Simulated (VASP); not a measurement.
# C (Fmmm) in VASP: a series of runs, part 2 of 2

VASP 6.6.1. The steps go on from the part before.

## Step 4: Single point, PBEsol

This run uses another cell than the first one, of 9.09 Å³/atom.

Input file INCAR:

```
SYSTEM = C
ALGO     = Normal         ! electronic algorithm
EDIFF    = 1E-6           ! SCF threshold, eV
ENCUT    = 520            ! plane-wave cutoff, eV
GGA      = PS             ! functional
ISIF     = 2              ! what is computed and relaxed
ISMEAR   = 1              ! smearing method
LASPH    = .TRUE.         ! aspherical terms in the spheres
LCHARG   = .TRUE.         ! write CHGCAR
LELF     = .TRUE.         ! ELF
LREAL    = .FALSE.        ! projectors in reciprocal space
LVHAR    = .TRUE.       
LWAVE    = .FALSE.        ! write WAVECAR
NBANDS   = 11             ! bands
NELM     = 80             ! most SCF steps
PREC     = Accurate       ! precision mode
SIGMA    = 0.15           ! smearing width, eV
```

Input file KPOINTS:

```
k-points
0
G
  14 14 14
  0 0 0
```

Input file POSCAR:

```
C
1.0
    0.0000000000      2.1549900519      3.3920576840
    1.2441597479      0.0000000000      3.3920576840
    1.2441597479      2.1549900519      0.0000000000
C
2
Direct
    0.1666666667      0.8333333333      0.1666666667
    0.8333333333      0.1666666667      0.8333333333
```

Launch:

```
$ cat potpaw_PBE.64/C/POTCAR > POTCAR
$ mpirun -np 1 vasp_std > vasp.out
```

Run time: 2.6 min. Hardware: 1 thread of Intel Xeon 8259CL, shared host; peak memory 0.19 GiB.

The run converged. Its results:

```
Free energy   : -19.2673 eV
Pressure      : -8.4 GPa
Largest force : 0.036 eV/Å
```

Forces on the atoms (eV/Å):
```
C    0.000  0.036  0.000
C    0.000 -0.036  0.000
```

Stress tensor (GPa, compression positive):
```
-13.38   0.00   0.00
  0.00 -13.30   0.00
  0.00   0.00   1.39
```

Caveat: the cell stands under tension; this functional lacks dispersion, which binds the layers, so the pressure and a relaxed spacing across them are unreliable; the PAW data sets were made with another functional, which shifts forces and pressure a little.

## Step 5: Single point, PBEsol

This run uses another cell than the first one, of 9.27 Å³/atom.

Input file INCAR:

```
SYSTEM = C
  PREC = Accurate
  ENCUT = 520
  EDIFF = 1E-6
  ISMEAR = 1
  SIGMA = 0.15
  LREAL = .FALSE.
  LASPH = .TRUE.
  NELM = 80
  ALGO = Normal
  ISIF = 2
  LWAVE = .FALSE.
  LCHARG = .FALSE.
  GGA = PS
  NBANDS = 11
```

Input file KPOINTS:

```
regular mesh
0
G
  14 14 14
  0 0 0
```

Input file POSCAR:

```
C
1.0
    0.0000000000      2.1687164733      3.4136637295
    1.2520845459      0.0000000000      3.4136637295
    1.2520845459      2.1687164733      0.0000000000
C
2
Direct
    0.1666666667      0.8333333333      0.1666666667
    0.8333333333      0.1666666667      0.8333333333
```

Potentials or basis: VASP PAW PBE potentials, release 64 (C).

Launch:

```
$ cat potpaw_PBE.64/C/POTCAR > POTCAR
$ mpirun -np 1 vasp_std > vasp.out
```

OUTCAR:

```text
SYSTEM = C
   PREC = Accurate
   ENCUT = 520
   EDIFF = 1E-6
   ISMEAR = 1
   LREAL = .FALSE.
   LASPH = .TRUE.
   NELM = 80
   ISIF = 2
   GGA = PS

 ion  position               nearest neighbor table
   1  0.167  0.833  0.167-   2 1.45   2 1.45   2 1.45
   2  0.833  0.167  0.833-   1 1.45   1 1.45   1 1.45

  LATTYP: Found a face centered orthorhombic cell.
 ALAT       =     2.5041690918
 B/A-ratio  =     1.7320846906
 C/A-ratio  =     2.7263843649

  Lattice vectors:

 A1 = (   0.0000000000,   2.1687164733,   3.4136637295)
 A2 = (   1.2520845459,   0.0000000000,   3.4136637295)
 A3 = (   1.2520845459,   2.1687164733,   0.0000000000)

Analysis of symmetry for initial positions (statically):
=====================================================================
 Subroutine PRICEL returns:
 Original cell was already a primitive cell.

 Routine SETGRP: Setting up the symmetry group for a
 face centered orthorhombic supercell.

 Subroutine GETGRP returns: Found  8 space group operations
 (whereof  8 operations were pure point group operations)
 out of a pool of  8 trial point group operations.
[... 172 lines left out ...]
      1     -15.0543      2.00000
      2      -2.1500      2.00000
      3       1.1763      2.00000
      4       1.2016      2.00000
      5       8.2683      0.00000
      6      12.1722      0.00000
      7      12.2376      0.00000
      8      15.0343      0.00000
      9      15.8412      0.00000
     10      25.9018      0.00000
     11      28.8170      0.00000
[... 309 lines left out ...]
 k-point    24 :       0.2857    0.1429    0.0000
  band No.  band energies     occupation
      1     -14.4809      2.00000
      2      -2.4259      2.00000
      3      -0.5319      2.00000
      4       0.3357      2.00000
      5      10.7272      0.00000
      6      12.2198      0.00000
      7      13.5783      0.00000
      8      14.0402      0.00000
      9      16.7823      0.00000
     10      25.3693      0.00000
     11      27.2269      0.00000

 [... further k-points ...]

------------------------ aborting loop because EDIFF is reached ----------------------------------------

  FORCE on cell =-STRESS in cart. coord.  units (eV):
  Direction    XX          YY          ZZ          XY          YZ          ZX
  --------------------------------------------------------------------------------------
  -------------------------------------------------------------------------------------
  Total       -2.3379949     -2.3280804      0.1419588      0.0000000      0.0000000      0.0000000
  in kB     -202.0537759   -201.1969482     12.2683413      0.0000000      0.0000000      0.0000000
  external PRESSURE =    -130.3274610 kB  Pullay stress =       0.0000000 kB

 VOLUME and BASIS-vectors are now :
 -----------------------------------------------------------------------------
  energy-cutoff  :      520.00
  volume of cell :       18.54
      direct lattice vectors                 reciprocal lattice vectors
     0.000000000  2.168716473  3.413663730    -0.399334056  0.230551115  0.146470197
     1.252084546  0.000000000  3.413663730     0.399334056 -0.230551115  0.146470197
     1.252084546  2.168716473  0.000000000     0.399334056  0.230551115 -0.146470197

 POSITION                                       TOTAL-FORCE (eV/Angst)
 -----------------------------------------------------------------------------------
      1.25208      0.72291      3.41366         0.000000      0.035205      0.000000
      1.25208      3.61453      3.41366         0.000000     -0.035205      0.000000
 -----------------------------------------------------------------------------------
    total drift:                               -0.000000     -0.000000     -0.000000

  FREE ENERGIE OF THE ION-ELECTRON SYSTEM (eV)
  ---------------------------------------------------
  free  energy   TOTEN  =       -19.2440824105 eV

  energy  without entropy=      -19.2443096690  energy(sigma->0) =      -19.24415816
```

It took 2.5 min on 1 thread of Intel Xeon 8259CL, shared host; peak memory 0.19 GiB.

What came out:

| Quantity | Value |
| --- | --- |
| Free energy | -19.2441 eV |
| Pressure | -13.0 GPa |
| Largest force | 0.035 eV/Å |

Forces on the atoms (eV/Å):
```
C    0.000  0.035  0.000
C    0.000 -0.035  0.000
```

Caveat: the cell stands under tension; this functional lacks dispersion, which binds the layers, so the pressure and a relaxed spacing across them are unreliable; the PAW data sets were made with another functional, which shifts forces and pressure a little.

## Step 6: Overview

| cell | pressure (GPa) | largest force (eV/Å) |
| --- | --- | --- |
| a = 3.967, b = 3.566, c = 2.456 Å, angles 80.1, 62.3, 37.6°, 2 atoms | 2.1 | 0.04 |
| a = 3.993, b = 3.590, c = 2.472 Å, angles 80.1, 62.3, 37.6°, 2 atoms | -3.4 | 0.04 |
| a = 4.019, b = 3.613, c = 2.488 Å, angles 80.1, 62.3, 37.6°, 2 atoms | -8.4 | 0.04 |
| a = 4.044, b = 3.636, c = 2.504 Å, angles 80.1, 62.3, 37.6°, 2 atoms | -13.0 | 0.04 |

Alike in all rows: task single point; level PBEsol; potentials or basis VASP PAW PBE potentials, release 64 (C); no spin polarisation; k mesh 14 × 14 × 14; cutoff (eV) 520; smearing methfessel-paxton 0.15 eV.

Caveats: this functional lacks dispersion, which binds the layers, so the pressure and a relaxed spacing across them are unreliable; the PAW data sets were made with another functional, which shifts forces and pressure a little; the cell stands under tension (at least some runs).

Absolute energies hang on the potentials; compare differences alone.
